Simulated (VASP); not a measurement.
Wanted: the native input for a VASP 6.6.1 run.

| Quantity | Value |
| --- | --- |
| Task | single point |
| Functional | PBE |
| Potentials or basis | VASP PAW PBE potentials, release 64 (Rh_pv) |
| Cutoff | 520 eV |
| k mesh | 14 × 14 × 14 |
| Occupations | fermi-dirac, width 0.01 eV |
| Spin | no spin polarisation |
| Dipole correction | no |
| Further INCAR settings | ALGO = Normal; EDIFF = 1e-06; NBANDS = 14 |

The structure of Rh lies in POSCAR:

```
Rh
1.0
    0.0000000000      1.9160595532      1.9160595532
    1.9160595532      0.0000000000      1.9160595532
    1.9160595532      1.9160595532      0.0000000000
Rh
1
Direct
    0.0000000000      0.0000000000      0.0000000000
```

The input as run:

INCAR

```
SYSTEM = Rh
ALGO = Normal
EDIFF = 1E-6
ENCUT = 520
GGA = PE
ISIF = 2
ISMEAR = -1
LASPH = .TRUE.
LCHARG = .FALSE.
LREAL = .FALSE.
LWAVE = .FALSE.
NBANDS = 14
NELM = 80
PREC = Accurate
SIGMA = 0.01
```

KPOINTS

```
k-points
0
G
  14 14 14
  0 0 0
```

Potentials or basis: VASP PAW PBE potentials, release 64 (Rh_pv).

Launch:

```bash
$ cat potpaw_PBE.64/Rh_pv/POTCAR > POTCAR
$ mpirun -np 1 vasp_std > vasp.out
```

It gave:

The pressure is -0.4 GPa.

Run time: 20 s on 1 thread of Intel Xeon 8259CL, on a shared host, peak memory 0.14 GiB.
